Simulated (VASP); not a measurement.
**CuAu: relaxation of cell and atoms with PBEsol**

CuAu:

```
Cu Au
1.0
     1.44306    0.83315    4.25617
    -1.44306    0.83315    4.25617
     0.00000   -1.66630    4.25617
Cu Au
1 1
Direct
  0.50000 0.50000 0.50000
  0.00000 0.00000 0.00000
```

```
Program                : VASP 6.6.1
Task                   : relaxation of cell and atoms
Functional             : PBEsol
Potentials or basis    : VASP PAW PBE potentials, release 64 (Cu, Au)
Cutoff                 : 600 eV
k mesh                 : 10 × 10 × 10
Occupations            : fermi-dirac, width 0.1 eV
Spin                   : no spin polarisation
Dipole correction      : no
Further INCAR settings : ALGO = Normal; EDIFF = 1e-06; IBRION = 2; EDIFFG = -0.03; NSW = 50; ISIF = 3
```

The relaxed volume is 14.55 Å³/atom, the relaxed cell is a = 4.486 Å, b = 4.486 Å, c = 4.486 Å, α = 36.85°, β = 36.85°, γ = 36.85° and the space group after relaxing (to 0.1 Å) is R-3m (No. 166). The energy gained by relaxing is 20.9 meV/atom. The ionic steps are 3 and the pressure after relaxing is -0.2 GPa. The band gap on the k mesh is zero (bands 11 and 12 overlap by 4.75 eV).

Stress tensor (GPa, compression positive):
```
-0.21  0.00  0.00
 0.00 -0.21  0.00
 0.00  0.00 -0.06
```

Step by step:
| step | energy change (eV) | largest force (eV/Å) | pressure (GPa) | volume (Å³) |
| --- | --- | --- | --- | --- |
| 1 | 0.0000 | 0.0000 | -7.72 | 30.70 |
| 2 | 0.0063 | 0.0000 | 10.56 | 27.53 |
| 3 | -0.0418 | 0.0000 | -0.16 | 29.09 |

Final structure:
```yaml
crystal:
  lattice:
    - [1.41804, 0.81870, 4.17649]
    - [-1.41804, 0.81870, 4.17649]
    - [0.00000, -1.63741, 4.17649]
  atoms:
    - { symbol: Cu, position: [0.50000, 0.50000, 0.50000] }
    - { symbol: Au, position: [0.00000, 0.00000, 0.00000] }
```

Levels at points of the mesh, in eV from the Fermi level:
```
           k point  band 7  band 8  band 9  band 10  band 11  band 12  band 13  band 14  band 15
(0.00, 0.00, 0.00)   -2.77   -2.19   -2.19    -1.51    -1.51    -0.17     5.02    14.63    16.50
(0.50, 0.00, 0.00)   -2.83   -2.38   -1.94    -1.73     0.13     1.22     5.68     7.25    11.46
(0.50, 0.50, 0.00)   -1.73   -1.58   -1.50    -1.34    -1.32     1.15     3.02     6.78     9.68
(0.50, 0.50, 0.50)   -3.20   -2.84   -2.57    -2.57    -2.18    -2.18    12.73    15.14    15.17
```

Wall time 4.2 min on 1 thread of Intel(R) Xeon(R) Platinum 8488C (Sapphire Rapids), with other jobs on the host, peak memory 0.33 GiB.

Caveat: the PAW data sets were made with another functional, which shifts forces and pressure a little; spin-orbit coupling is left out, which moves the levels of the heavy elements.
